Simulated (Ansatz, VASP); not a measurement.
## Two plane-wave programs on FeSi

```
CELL_PARAMETERS angstrom
4.36896 0.00000 0.00000
0.00000 4.36896 0.00000
0.00000 0.00000 4.36896
ATOMIC_POSITIONS crystal
Fe 0.13681 0.13681 0.13681
Fe 0.36319 0.86319 0.63681
Fe 0.63681 0.36319 0.86319
Fe 0.86319 0.63681 0.36319
Si 0.84081 0.84081 0.84081
Si 0.65919 0.15919 0.34081
Si 0.34081 0.65919 0.15919
Si 0.15919 0.34081 0.65919
```

Alike in both runs: functional LDA; k mesh 10 × 10 × 10; occupations gaussian, width 0.02 eV; no spin polarisation.

Ansatz relaxed the structure, and its values are those at the end. VASP's run is a single point on that final structure, the one shown.

```csv
,VASP,Ansatz
version,VASP 6.6.1,Ansatz 0.2.0
potentials or method,"VASP PAW LDA potentials, release 64 (Fe, Si)","scalar-relativistic, plane waves, PAW"
plane-wave cutoff (eV),520,420
valence electrons in the cell,48,80
```

Ansatz gave:

* gap on the k mesh at the Fermi level (eV): 0.14
* least direct gap on the mesh (eV): 0.16
* pressure (GPa): 0.0
* rms of the force components (eV/Å): 0.000

Problem. What did VASP give for the same quantities?

Solution. gap on the k mesh at the Fermi level (eV): 0.13; least direct gap on the mesh (eV): 0.15; pressure (GPa): 0.8; rms of the force components (eV/Å): 0.020.

LDA's correlation is that of Perdew and Zunger in VASP and of Perdew and Wang (1992) in Ansatz. VASP's potentials hold 48 valence electrons a cell and Ansatz's 80, so a difference there can come from the potentials and not from the codes.
